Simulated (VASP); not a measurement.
# LiSnH3 (P6_3/mmc) in VASP: density of states with PBE

Aim: the density of states of LiSnH3 with PBE.

Everything below comes from runs of VASP 6.6.1. Logs are shortened: lines on timing, memory, paths and dates and some standing lists are left out, and cuts for length are marked.

## 1. The cell of the first run

Symmetry: P6_3/mmc, No. 194, hexagonal system. Conventional cell: a = 5.100 Å, b = 5.100 Å, c = 4.430 Å, α = 90.00°, β = 90.00°, γ = 120.00°. Li (site symmetry -3m) has 6 H at 1.90 Å and 2 Li at 2.22 Å within 2.5 Å. Within 3.4 Å of Sn (site symmetry -6m2) lie 12 H at 2.55 to 2.62 Å and 6 Li at 3.15 Å. H (site symmetry mm2) has 2 Li at 1.90 Å and 2 H at 2.42 Å within 2.5 Å.

## 2. Density of states, PBE

POSCAR

```
LiSnH3
1.0
    5.1002452994      0.0000000000      0.0000000000
   -2.5501226497      4.4169419948      0.0000000000
    0.0000000000      0.0000000000      4.4304541626
Li Sn H
2 2 6
Direct
    0.0000000000      0.0000000000      0.0000000000
    0.0000000000      0.0000000000      0.5000000000
    0.3333333333      0.6666666667      0.7500000000
    0.6666666667      0.3333333333      0.2500000000
    0.8249959646      0.6499919291      0.7500000000
    0.3500080709      0.1750040354      0.7500000000
    0.8249959646      0.1750040354      0.7500000000
    0.1750040354      0.3500080709      0.2500000000
    0.6499919291      0.8249959646      0.2500000000
    0.1750040354      0.8249959646      0.2500000000
```

INCAR.step1

```
SYSTEM = LiSnH3
PREC = Accurate
ENCUT = 520
EDIFF = 1E-6
ISMEAR = 0
SIGMA = 0.1
LREAL = .FALSE.
LASPH = .TRUE.
NELM = 100
ALGO = Normal
ISIF = 2
LWAVE = .FALSE.
LCHARG = .TRUE.
GGA = PE
NBANDS = 31
```

KPOINTS.step1

```
regular mesh
0
G
  9 9 8
  0 0 0
```

INCAR.step2

```
SYSTEM = LiSnH3
PREC = Accurate
ENCUT = 520
EDIFF = 1E-6
ISMEAR = -5
SIGMA = 0.1
LREAL = .FALSE.
LASPH = .TRUE.
NELM = 100
ALGO = Normal
ISIF = 2
LWAVE = .FALSE.
LCHARG = .FALSE.
GGA = PE
LORBIT = 11
NEDOS = 1001
ICHARG = 11
```

KPOINTS.step2

```
regular mesh
0
G
  14 14 12
  0 0 0
```

Potentials or basis: VASP PAW PBE potentials, release 64 (Li_sv, Sn_d, H).

Launch:

```bash
$ cat potpaw_PBE.64/Li_sv/POTCAR potpaw_PBE.64/Sn_d/POTCAR potpaw_PBE.64/H/POTCAR > POTCAR
$ cp INCAR.step1 INCAR
$ cp KPOINTS.step1 KPOINTS
$ mpirun -np 1 vasp_std > vasp.out
$ cp INCAR.step2 INCAR
$ cp KPOINTS.step2 KPOINTS
$ mpirun -np 1 vasp_std > vasp.out
```

OUTCAR:

```text
SYSTEM = LiSnH3
   PREC = Accurate
   ENCUT = 520
   EDIFF = 1E-6
   ISMEAR = -5
   LREAL = .FALSE.
   LASPH = .TRUE.
   NELM = 100
   ISIF = 2
   GGA = PE
   LORBIT = 11
   ICHARG = 11

 ion  position               nearest neighbor table
   1  0.000  0.000  0.000-   2 2.22   2 2.22   4 3.15   3 3.15   3 3.15   4 3.15   4 3.15   3 3.15

   2  0.000  0.000  0.500-   1 2.22   1 2.22   4 3.15   3 3.15   3 3.15   4 3.15   4 3.15   3 3.15

   3  0.333  0.667  0.750-   1 3.15   2 3.15   1 3.15   2 3.15   1 3.15   2 3.15   4 3.68   4 3.68
                             4 3.68   4 3.68   4 3.68   4 3.68
   4  0.667  0.333  0.250-   1 3.15   2 3.15   1 3.15   2 3.15   1 3.15   2 3.15   3 3.68   3 3.68
                             3 3.68   3 3.68   3 3.68   3 3.68
   5  0.825  0.650  0.750-
   6  0.350  0.175  0.750-
   7  0.825  0.175  0.750-
   8  0.175  0.350  0.250-
   9  0.650  0.825  0.250-
  10  0.175  0.825  0.250-

  LATTYP: Found a hexagonal cell.
 ALAT       =     5.1002452994
 C/A-ratio  =     0.8686747210

  Lattice vectors:

 A1 = (   5.1002452994,   0.0000000000,   0.0000000000)
 A2 = (  -2.5501226497,   4.4169419948,   0.0000000000)
 A3 = (   0.0000000000,   0.0000000000,   4.4304541626)

Analysis of symmetry for initial positions (statically):
=====================================================================
 Subroutine PRICEL returns:
 Original cell was already a primitive cell.

 Routine SETGRP: Setting up the symmetry group for a
 hexagonal supercell.

 Subroutine GETGRP returns: Found 24 space group operations
 (whereof 12 operations were pure point group operations)
 out of a pool of 24 trial point group operations.

The static configuration has the point symmetry D_3d.
 The point group associated with its full space group is D_6h.

Analysis of symmetry for dynamics (positions and initial velocities):
=====================================================================
 Subroutine PRICEL returns:
 Original cell was already a primitive cell.

 Routine SETGRP: Setting up the symmetry group for a
 hexagonal supercell.

 Subroutine GETGRP returns: Found 24 space group operations
 (whereof 12 operations were pure point group operations)
 out of a pool of 24 trial point group operations.

The dynamic configuration has the point symmetry D_3d.
 The point group associated with its full space group is D_6h.

 Subroutine INISYM returns: Found 24 space group operations
 (whereof 12 operations are pure point group operations),
 and found     1 'primitive' translations

[... 133 lines left out ...]
  volume/ion in A,a.u.               =       9.98        67.35
  Fermi-wavevector in a.u.,A,eV,Ry     =   1.207002  2.280902 19.821685  1.456853
  Thomas-Fermi vector in A             =   2.342652
   LORBIT       =     11    0 simple, 1 ext, 2 COOP (PROOUT), +10 PAW based schemes
   GGA     = PE    functional components
   LHFCALC =     F    Hartree Fock is set to
   AEXX    =    0.0000 exact exchange contribution
   IVDW    =     0    specifies the selected vdW correction
   LEPSILON=     F    determine dielectric tensor
   LRPA    =     F    only Hartree local field effects (RPA)
 non-spin polarized calculation
 Fermi weights with tetrahedron method with Bloechl corrections
  energy-cutoff  :      520.00
  volume of cell :       99.81
 maximum number of plane-waves:      2723
 NGX is ok and might be reduce to    40

 number of electron      39.9999997 magnetization

 Free energy of the ion-electron system (eV)
  ---------------------------------------------------
  ext. energy  EPLUGINS =         0.00000000
  ---------------------------------------------------
  free energy    TOTEN  =       -29.03038025 eV

  energy without entropy =      -29.03038025  energy(sigma->0) =      -29.03038025

 E-fermi :   4.6373     XC(G=0):  -9.8098

 val. band max:        4.6692613920   @ k =   0.0714   0.0000   0.1667
 cond. band min:       4.5493226178   @ k =   0.2857   0.0714   0.0000
 fundamental gap:     -0.1199387742
 Fermi energy:         4.6373443560

 k-point     1 :       0.0000    0.0000    0.0000
  band No.  band energies     occupation
      1     -40.5213      2.00000
      2     -40.3703      2.00000
      3     -16.9224      2.00000
      4     -16.9224      2.00000
      5     -16.9200      2.00000
      6     -16.8913      2.00000
[... 685 lines left out ...]
     25       9.9169      0.00000
     26      10.1335      0.00000

 [... further k-points ...]
[... 5 lines left out ...]
  --------------------------------------------------------------------------------------
  -------------------------------------------------------------------------------------
  Total        0.0274078      0.0274078     -0.0739730      0.0000000     -0.0000000      0.0000000
  in kB        0.4399705      0.4399705     -1.1874699      0.0000000     -0.0000000      0.0000000
  external PRESSURE =      -0.1025096 kB  Pullay stress =       0.0000000 kB

 VOLUME and BASIS-vectors are now :
 -----------------------------------------------------------------------------
  energy-cutoff  :      520.00
  volume of cell :       99.81
      direct lattice vectors                 reciprocal lattice vectors
     5.100245299  0.000000000  0.000000000     0.196069001  0.113200490  0.000000000
    -2.550122650  4.416941995  0.000000000     0.000000000  0.226400981  0.000000000
     0.000000000  0.000000000  4.430454163     0.000000000  0.000000000  0.225710495

 POSITION                                       TOTAL-FORCE (eV/Angst)
 -----------------------------------------------------------------------------------
      0.00000      0.00000      0.00000        -0.000000      0.000000     -0.000000
      0.00000      0.00000      2.21523         0.000000      0.000000     -0.000000
     -0.00000      2.94463      3.32284        -0.000000     -0.000000     -0.000000
      2.55012      1.47231      1.10761         0.000000      0.000000     -0.000000
      2.55012      2.87098      3.32284         0.000000      0.002327      0.000000
      1.33885      0.77298      3.32284        -0.002015     -0.001163     -0.000000
      3.76140      0.77298      3.32284         0.002015     -0.001163      0.000000
     -0.00000      1.54597      1.10761        -0.000000     -0.002327     -0.000000
      1.21128      3.64396      1.10761         0.002015      0.001163      0.000000
     -1.21128      3.64396      1.10761        -0.002015      0.001163     -0.000000
 -----------------------------------------------------------------------------------
    total drift:                                0.000000     -0.000000     -0.000000

  FREE ENERGIE OF THE ION-ELECTRON SYSTEM (eV)
  ---------------------------------------------------
  free  energy   TOTEN  =       -29.0303802455 eV

  energy  without entropy=      -29.0303802455  energy(sigma->0) =      -29.03038025

 total charge

# of ion       s       p       d       tot
------------------------------------------
    1        2.031   0.084   0.000   2.115
    2        2.031   0.084   0.000   2.115
    3        1.390   0.571   9.998  11.960
    4        1.390   0.571   9.998  11.960
    5        0.501   0.005   0.000   0.505
    6        0.501   0.005   0.000   0.505
    7        0.501   0.005   0.000   0.505
    8        0.501   0.005   0.000   0.505
    9        0.501   0.005   0.000   0.505
   10        0.501   0.005   0.000   0.505
--------------------------------------------------
tot          9.846   1.340  19.997  31.183
```

Run time: 3.6 min. Hardware: 1 thread of Intel Xeon 6975P-C (Granite Rapids), shared host; peak memory 0.49 GiB.

Results:

```yaml
Valence_electrons_inside_the_program's_atomic_spheres: Li 2.12; Sn 11.96; H 0.51
```

Caveat: the cutoff is under 1.25 times the usual one of these potentials, so pressure, stress and relaxed cells hold a basis-set (Pulay) error; spin-orbit coupling is left out, which moves the levels of the heavy elements; tetrahedron occupations give inexact forces and stress in metals.
